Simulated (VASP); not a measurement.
# Ca (Im-3m) in VASP: notebook

Ca is run at these levels: LDA; tasks: single point.

Program: VASP 6.6.1. These are calculated values, not measurements. Logs are shortened: lines on timing, memory, paths and dates and some standing lists are left out, and cuts for length are marked.

**1. The cell of the first run**

Symmetry: Im-3m, No. 229, cubic system. Conventional cell: a = 4.404 Å, b = 4.404 Å, c = 4.404 Å, α = 90.00°, β = 90.00°, γ = 90.00°. Ca (site symmetry m-3m) has 14 Ca at 3.81 to 4.40 Å within 5.0 Å.

**2. Single point, LDA**

INCAR reads:

```
SYSTEM = Ca
ALGO = Normal
EDIFF = 1E-6
ENCUT = 520
ISIF = 2
ISMEAR = -1
LASPH = .True.
LCHARG = .False.
LREAL = .False.
LWAVE = .False.
NBANDS = 11
NELM = 100
PREC = Accurate
SIGMA = 0.1
```

KPOINTS reads:

```
k-points
0
Gamma
  7 7 7
  0 0 0
```

POSCAR reads:

```
Ca
1.0
   -2.2020265624      2.2020265624      2.2020265624
    2.2020265624     -2.2020265624      2.2020265624
    2.2020265624      2.2020265624     -2.2020265624
Ca
1
Direct
    0.0000000000      0.0000000000      0.0000000000
```

Potentials or basis: VASP PAW LDA potentials, release 64 (Ca_sv).

Command:

```console
> cat potpaw_LDA.64/Ca_sv/POTCAR > POTCAR
> mpirun -np 1 vasp_std > vasp.out
```

OUTCAR:

```text
SYSTEM = Ca
   EDIFF = 1E-6
   ENCUT = 520
   ISIF = 2
   ISMEAR = -1
   LASPH = .True.
   LREAL = .False.
   NELM = 100
   PREC = Accurate

 ion  position               nearest neighbor table
   1  0.000  0.000  0.000-

  LATTYP: Found a body centered cubic cell.
 ALAT       =     4.4040531248

  Lattice vectors:

 A1 = (  -2.2020265624,   2.2020265624,   2.2020265624)
 A2 = (   2.2020265624,  -2.2020265624,   2.2020265624)
 A3 = (   2.2020265624,   2.2020265624,  -2.2020265624)

Analysis of symmetry for initial positions (statically):
=====================================================================
 Subroutine PRICEL returns:
 Original cell was already a primitive cell.

 Routine SETGRP: Setting up the symmetry group for a
 body centered cubic supercell.

 Subroutine GETGRP returns: Found 48 space group operations
 (whereof 48 operations were pure point group operations)
 out of a pool of 48 trial point group operations.

The static configuration has the point symmetry O_h .

Analysis of symmetry for dynamics (positions and initial velocities):
=====================================================================
 Subroutine PRICEL returns:
 Original cell was already a primitive cell.

 Routine SETGRP: Setting up the symmetry group for a
 body centered cubic supercell.

 Subroutine GETGRP returns: Found 48 space group operations
 (whereof 48 operations were pure point group operations)
 out of a pool of 48 trial point group operations.

The dynamic configuration has the point symmetry O_h .

 Subroutine INISYM returns: Found 48 space group operations
 (whereof 48 operations are pure point group operations),
 and found     1 'primitive' translations

----------------------------------------------------------------------------------------

                                     Primitive cell

  volume of cell :      42.7098

  direct lattice vectors                    reciprocal lattice vectors
    -2.202026562  2.202026562  2.202026562     0.000000000  0.227063564  0.227063564
     2.202026562 -2.202026562  2.202026562     0.227063564  0.000000000  0.227063564
     2.202026562  2.202026562 -2.202026562     0.227063564  0.227063564  0.000000000

  length of vectors
     3.814021886  3.814021886  3.814021886     0.321116372  0.321116372  0.321116372

  position of ions in fractional coordinates (direct lattice)
     0.000000000  0.000000000  0.000000000

  ion indices of the primitive-cell ions
   primitive index   ion index
                 1           1

----------------------------------------------------------------------------------------

[... 72 lines left out ...]
   POTIM  = 0.5000    time-step for ionic-motion
   TEBEG  =    0.0;   TEEND  =   0.0 temperature during run
   PSTRESS=    0.0 pullay stress
   NELECT =      10.0000    total number of electrons
   NUPDOWN=      -1.0000    fix difference up-down
   EMIN   =  10.00;   EMAX   =-10.00  energy-range for DOS
   EFERMI =   0.00;   METHOD = LEGACY
   ISMEAR =    -1;   SIGMA  =   0.10  broadening in eV -4-tet -1-fermi 0-gaus
   EFERMI_NEDOS =   21; number of points for ismear=-14 and -15
   IALGO  =     38    algorithm
   IMIX   =      4    mixing-type and parameters
     AMIX     =   0.40;   BMIX     =  1.00
     AMIX_MAG =   1.60;   BMIX_MAG =  1.00
  volume/ion in A,a.u.               =      42.71       288.22
  Fermi-wavevector in a.u.,A,eV,Ry     =   1.009018  1.906768 13.852329  1.018117
  Thomas-Fermi vector in A             =   2.141921
   LORBIT       =      0    0 simple, 1 ext, 2 COOP (PROOUT), +10 PAW based schemes
   GGA     = CA    functional components
   LHFCALC =     F    Hartree Fock is set to
   AEXX    =    0.0000 exact exchange contribution
   IVDW    =     0    specifies the selected vdW correction
   LEPSILON=     F    determine dielectric tensor
   LRPA    =     F    only Hartree local field effects (RPA)
 non-spin polarized calculation
  energy-cutoff  :      520.00
  volume of cell :       42.71
 maximum number of plane-waves:      1168
   NGX = 15   NGY = 15   NGZ = 15

 number of electron      10.0000001 magnetization

 Free energy of the ion-electron system (eV)
  ---------------------------------------------------
  ext. energy  EPLUGINS =         0.00000000
  ---------------------------------------------------
  free energy    TOTEN  =        -2.18792161 eV

  energy without entropy =       -2.14033573  energy(sigma->0) =       -2.16412867

 E-fermi :   1.7635     XC(G=0):  -7.9243

 val. band max:        1.7217743947   @ k =  -0.4286   0.4286   0.4286
 cond. band min:       1.8132193902   @ k =   0.4286   0.1429   0.0000
 fundamental gap:      0.0914449955
 Fermi energy:         1.7634968282

 k-point     1 :       0.0000    0.0000    0.0000
  band No.  band energies     occupation
      1     -39.8483      2.00000
      2     -21.0575      2.00000
      3     -21.0575      2.00000
      4     -21.0575      2.00000
      5      -2.2564      2.00000
      6       3.9303      0.00000
      7       3.9303      0.00000
      8       3.9303      0.00000
      9       4.9864      0.00000
     10       4.9864      0.00000
     11      12.0104      0.00000
[... 253 lines left out ...]
 k-point    20 :      -0.4286    0.4286    0.4286
  band No.  band energies     occupation
      1     -39.8228      2.00000
      2     -21.1581      2.00000
      3     -21.1537      2.00000
      4     -21.1537      2.00000
      5       1.7218      1.20564
      6       1.9238      0.33513
      7       4.8847      0.00000
      8       4.8847      0.00000
      9       5.1649      0.00000
     10       5.6626      0.00000
     11       6.7398      0.00000

------------------------ aborting loop because EDIFF is reached ----------------------------------------

  FORCE on cell =-STRESS in cart. coord.  units (eV):
  Direction    XX          YY          ZZ          XY          YZ          ZX
  --------------------------------------------------------------------------------------
  -------------------------------------------------------------------------------------
  Total       -0.4990673     -0.4990673     -0.4990673     -0.0000000     -0.0000000      0.0000000
  in kB      -18.7215613    -18.7215613    -18.7215613     -0.0000000     -0.0000000      0.0000000
  external PRESSURE =     -18.7215613 kB  Pullay stress =       0.0000000 kB

 VOLUME and BASIS-vectors are now :
 -----------------------------------------------------------------------------
  energy-cutoff  :      520.00
  volume of cell :       42.71
      direct lattice vectors                 reciprocal lattice vectors
    -2.202026562  2.202026562  2.202026562     0.000000000  0.227063564  0.227063564
     2.202026562 -2.202026562  2.202026562     0.227063564  0.000000000  0.227063564
     2.202026562  2.202026562 -2.202026562     0.227063564  0.227063564  0.000000000

 POSITION                                       TOTAL-FORCE (eV/Angst)
 -----------------------------------------------------------------------------------
      0.00000      0.00000      0.00000         0.000000     -0.000000     -0.000000
 -----------------------------------------------------------------------------------
    total drift:                                0.000000      0.000000      0.000000

  FREE ENERGIE OF THE ION-ELECTRON SYSTEM (eV)
  ---------------------------------------------------
  free  energy   TOTEN  =        -2.1879216096 eV

  energy  without entropy=       -2.1403357338  energy(sigma->0) =       -2.16412867
```

OSZICAR:

```text
N       E                     dE             d eps       ncg     rms          rms(c)
DAV:   1     0.612049455885E+02    0.61205E+02   -0.49340E+03   440   0.818E+02
DAV:   2    -0.657549387818E+00   -0.61862E+02   -0.61224E+02   479   0.199E+02
DAV:   3    -0.215064729163E+01   -0.14931E+01   -0.14759E+01   688   0.297E+01
DAV:   4    -0.219955137769E+01   -0.48904E-01   -0.48732E-01   530   0.470E+00
DAV:   5    -0.220133185447E+01   -0.17805E-02   -0.17802E-02   636   0.660E-01    0.230E+00
DAV:   6    -0.219074756317E+01    0.10584E-01   -0.13674E-02   534   0.126E+00    0.141E+00
DAV:   7    -0.218841181959E+01    0.23357E-02   -0.19086E-02   502   0.159E+00    0.101E-01
DAV:   8    -0.218791439605E+01    0.49742E-03   -0.20410E-03   502   0.439E-01    0.175E-02
DAV:   9    -0.218792074190E+01   -0.63459E-05   -0.81182E-05   587   0.735E-02    0.557E-03
DAV:  10    -0.218792176425E+01   -0.10223E-05   -0.57869E-06   627   0.206E-02    0.827E-04
DAV:  11    -0.218792160956E+01    0.15468E-06   -0.23081E-07   310   0.503E-03
   1 F= -.21879216E+01 E0= -.21641287E+01  d E =-.475859E-01
```

It took 4 s on 1 thread of AMD EPYC 9R45 (Zen 5), shared host; peak memory 0.11 GiB.

What came out:

```yaml
Free_energy: -2.1879 eV
Pressure: -1.9 GPa
Band_gap_on_the_k_mesh: zero (band 5 reaches 2.01 eV, above the bottom of band 6 at 1.81 eV)
```

**3. Single point, LDA**

This run uses another cell than the first one, of 48.10 Å³/atom, 1.126 times its volume.

INCAR reads:

```
ALGO = Normal
EDIFF = 1E-6
ENCUT = 520
GGA = CA
ISIF = 2
ISMEAR = -1
LASPH = T
LCHARG = F
LREAL = F
LWAVE = F
NBANDS = 11
NELM = 60
PREC = Accurate
SIGMA = 0.1
```

KPOINTS reads:

```
k-points
0
Gamma
  7 7 7
```

POSCAR reads:

```
Ca
1.0
   -2.2910924328      2.2910924328      2.2910924328
    2.2910924328     -2.2910924328      2.2910924328
    2.2910924328      2.2910924328     -2.2910924328
Ca
1
Direct
    0.0000000000      0.0000000000      0.0000000000
```

Potentials or basis: VASP PAW LDA potentials, release 64 (Ca_sv).

Command:

```console
> cat potpaw_LDA.64/Ca_sv/POTCAR > POTCAR
> mpirun -np 1 vasp_std > vasp.out
```

OUTCAR:

```text
EDIFF = 1E-6
   ENCUT = 520
   GGA = CA
   ISIF = 2
   ISMEAR = -1
   LASPH = T
   LREAL = F
   NELM = 60
   PREC = Accurate

 ion  position               nearest neighbor table
   1  0.000  0.000  0.000-

  LATTYP: Found a body centered cubic cell.
 ALAT       =     4.5821848656

  Lattice vectors:

 A1 = (  -2.2910924328,   2.2910924328,   2.2910924328)
 A2 = (   2.2910924328,  -2.2910924328,   2.2910924328)
[... 454 lines left out ...]
      9       4.2955      0.00000
     10       4.8168      0.00000
     11       5.7462      0.00000

------------------------ aborting loop because EDIFF is reached ----------------------------------------

  FORCE on cell =-STRESS in cart. coord.  units (eV):
  Direction    XX          YY          ZZ          XY          YZ          ZX
  --------------------------------------------------------------------------------------
  -------------------------------------------------------------------------------------
  Total       -0.9222526     -0.9222526     -0.9222526      0.0000000      0.0000000      0.0000000
  in kB      -30.7165661    -30.7165661    -30.7165661      0.0000000      0.0000000      0.0000000
  external PRESSURE =     -30.7165661 kB  Pullay stress =       0.0000000 kB

 VOLUME and BASIS-vectors are now :
 -----------------------------------------------------------------------------
  energy-cutoff  :      520.00
  volume of cell :       48.10
      direct lattice vectors                 reciprocal lattice vectors
    -2.291092433  2.291092433  2.291092433     0.000000000  0.218236503  0.218236503
     2.291092433 -2.291092433  2.291092433     0.218236503  0.000000000  0.218236503
     2.291092433  2.291092433 -2.291092433     0.218236503  0.218236503  0.000000000

 POSITION                                       TOTAL-FORCE (eV/Angst)
 -----------------------------------------------------------------------------------
      0.00000      0.00000      0.00000        -0.000000     -0.000000     -0.000000
 -----------------------------------------------------------------------------------
    total drift:                               -0.000000     -0.000000      0.000000

  FREE ENERGIE OF THE ION-ELECTRON SYSTEM (eV)
  ---------------------------------------------------
  free  energy   TOTEN  =        -2.1034221171 eV

  energy  without entropy=       -2.0560730271  energy(sigma->0) =       -2.07974757
```

OSZICAR:

```text
N       E                     dE             d eps       ncg     rms          rms(c)
DAV:   1     0.674353502648E+02    0.67435E+02   -0.50231E+03   440   0.819E+02
DAV:   2    -0.561929513466E+00   -0.67997E+02   -0.67420E+02   506   0.208E+02
DAV:   3    -0.203829451123E+01   -0.14764E+01   -0.14585E+01   614   0.303E+01
DAV:   4    -0.210789022165E+01   -0.69596E-01   -0.69127E-01   611   0.518E+00
DAV:   5    -0.210911909622E+01   -0.12289E-02   -0.12286E-02   599   0.547E-01    0.237E+00
DAV:   6    -0.210411854105E+01    0.50006E-02   -0.11658E-02   535   0.118E+00    0.144E+00
DAV:   7    -0.210385607341E+01    0.26247E-03   -0.17804E-02   517   0.157E+00    0.986E-02
DAV:   8    -0.210341374558E+01    0.44233E-03   -0.17844E-03   530   0.397E-01    0.197E-02
DAV:   9    -0.210342108833E+01   -0.73427E-05   -0.94642E-05   610   0.779E-02    0.682E-03
DAV:  10    -0.210342229212E+01   -0.12038E-05   -0.63163E-06   615   0.215E-02    0.855E-04
DAV:  11    -0.210342211707E+01    0.17505E-06   -0.22681E-07   307   0.470E-03
   1 F= -.21034221E+01 E0= -.20797476E+01  d E =-.473491E-01
```

stdout:

```text
POSCAR found type information on POSCAR Ca
 POSCAR found :  1 types and       1 ions
 scaLAPACK will be used
 LDA part: xc-table for (Slater(with rela. corr.)+CA(PZ))
 , standard interpolation
 POSCAR, INCAR and KPOINTS ok, starting setup
 FFT: planning ... GRIDC
 FFT: planning ... GRID_SOFT
 FFT: planning ... GRID
 WAVECAR not read
 entering main loop
```

Run time: 4.7 s. Hardware: 1 thread of AMD EPYC 9R45 (Zen 5), shared host; peak memory 0.12 GiB.

What came out:

```
Free energy            : -2.1034 eV
Pressure               : -3.1 GPa
Band gap on the k mesh : zero (band 5 reaches 1.56 eV, above the bottom of band 6 at 1.31 eV)
```
